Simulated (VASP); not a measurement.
The system is SnO2.

```
Sn O
1.0
     0.00000    2.57415    2.57415
     2.57415    0.00000    2.57415
     2.57415    2.57415    0.00000
Sn O
1 2
Direct
  0.00000 0.00000 0.00000
  0.75000 0.75000 0.75000
  0.25000 0.25000 0.25000
```

```yaml
Program: VASP 6.6.1
Task: relaxation of cell and atoms
Functional: RPBE
Dispersion: D3(BJ)
Potentials_or_basis: VASP PAW PBE potentials, release 64 (Sn_d, O)
Cutoff: 600 eV
k_mesh: 9 × 9 × 9
Occupations: fermi-dirac, width 0.05 eV
Spin: no spin polarisation
```

At the start: pressure -13.8 GPa; volume 11.37 Å³/atom.

**Question.** Where does the relaxation end?

**Answer.** Over 6 steps the energy falls by 37.7 meV/atom and the volume is 10.56 Å³/atom (-7.1 %); space group Fm-3m (No. 225, to 0.05 Å).

The path:
```csv
step,energy change (eV),largest force (eV/Å),pressure (GPa),volume (Å³)
1,0.0000,0.0000,-13.82,34.11
2,0.0101,0.0000,19.36,29.50
3,-0.1132,0.0000,-0.23,31.72
4,-0.1132,0.0000,0.20,31.67
5,-0.1132,0.0000,-0.26,31.72
6,-0.1132,0.0000,0.05,31.69
```

Final structure:
```
Sn O
1.0
     0.00000    2.51160    2.51160
     2.51160    0.00000    2.51160
     2.51160    2.51160    0.00000
Sn O
1 2
Direct
  0.00000 0.00000 0.00000
  0.75000 0.75000 0.75000
  0.25000 0.25000 0.25000
```

Caveat: the PAW data sets were made with another functional, which shifts forces and pressure a little.
